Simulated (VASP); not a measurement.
Write the native input for VASP 6.6.1 that does the following.

- Task: electric field gradients
- Functional: PBE
- Potentials or basis: VASP PAW PBE potentials, release 64 (Ge_d)
- Cutoff: 520 eV
- k mesh: 11 × 11 × 6
- Occupations: fermi-dirac, width 0.05 eV
- Spin: no spin polarisation
- Dipole correction: no
- Further INCAR settings: ALGO = Normal; EDIFF = 1e-08; NBANDS = 36

The structure of Ge lies in POSCAR:

```
Ge
1.0
    3.9975858431      0.0000000000      0.0000000000
   -1.9987929216      3.4620108940      0.0000000000
    0.0000000000      0.0000000000      6.5333841705
Ge
4
Direct
    0.6666666667      0.3333333333      0.0629012500
    0.3333333333      0.6666666667      0.5629012500
    0.6666666667      0.3333333333      0.4370987500
    0.3333333333      0.6666666667      0.9370987500
```

This isn't the form of Ge at room conditions, which is diamond.

This cell differs from its parent crystal: zz strain of -1 %.

One way to write it, as run:

INCAR

```
PREC = Accurate ; ENCUT = 520
EDIFF = 1E-8 ; ISMEAR = -1
SIGMA = 0.05 ; LREAL = F
LASPH = T ; NELM = 100
ALGO = Normal ; ISIF = 2
LWAVE = F ; LCHARG = F
GGA = PE ; LEFG = T
NBANDS = 36
```

KPOINTS

```
Automatic mesh
0
Gamma
  11 11 6
```

Potentials or basis: VASP PAW PBE potentials, release 64 (Ge_d).

Command:

```sh
$ cat potpaw_PBE.64/Ge_d/POTCAR > POTCAR
$ mpirun -np 1 vasp_std > vasp.out
```

Results of the run:

```json
{"Pressure": "3.6 GPa", "Largest force": "0.098 eV/Å", "Band gap on the k mesh": "zero (bands 28 and 29 overlap by 0.17 eV)", "Largest electric field gradient by atom": "Ge +1.4 V/Å²"}
```

Caveat: the cell differs from its parent crystal (zz strain of -1 %); the cell stands under pressure; semilocal functionals underestimate gaps, so a narrow gap can read as zero; without QUAD_EFG the Cq values of the log hold for a quadrupole moment of 1 mb, not for the nuclei.

Run time: 6 min on 1 thread of Intel Xeon 8259CL (shared host), peak memory 0.26 GiB.
